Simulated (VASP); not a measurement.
Here is a VASP 6.6.1 calculation.

Contents of INCAR:

```
SYSTEM = Sb
PREC = Accurate ; ENCUT = 520
EDIFF = 1E-6 ; ISMEAR = -1
SIGMA = 0.05 ; LREAL = .False.
LASPH = .True. ; NELM = 80
ALGO = Normal ; ISIF = 2
LWAVE = .False. ; LCHARG = .False.
LDIPOL = .True. ; IDIPOL = 3
DIPOL = 0.5 0.5 0.500 ; GGA = PE
NBANDS = 18
```

File KPOINTS:

```
regular mesh
0
Gamma
  10 10 1
  0 0 0
```

The input POSCAR:

```
Sb
1.0
    3.3880510193      0.0000000000      0.0000000000
    0.0000000000      3.3880510193      0.0000000000
    0.0000000000      0.0000000000     28.6217000000
Sb
4
Direct
    0.2500000000      0.2500000000      0.3843245202
    0.7500000000      0.7500000000      0.4529482077
    0.2500000000      0.2500000000      0.5470517684
    0.7500000000      0.7500000000      0.6156754798
```

Potentials or basis: VASP PAW PBE potentials, release 64 (Sb).

Run with:

```console
$ cat potpaw_PBE.64/Sb/POTCAR > POTCAR
$ mpirun -np 1 vasp_std > vasp.out
```

Estimate the band gap on the k mesh.

zero (band 10 reaches 1.14 eV, above the bottom of band 11 at -1.01 eV).

Predict the largest force.

0.009 eV/Å.

Forces on the atoms (eV/Å):
```
Sb   0.000  0.000 -0.004
Sb   0.000  0.000  0.009
Sb   0.000  0.000 -0.009
Sb   0.000  0.000  0.004
```

Caveat: spin-orbit coupling is left out, which moves the levels of the heavy elements.
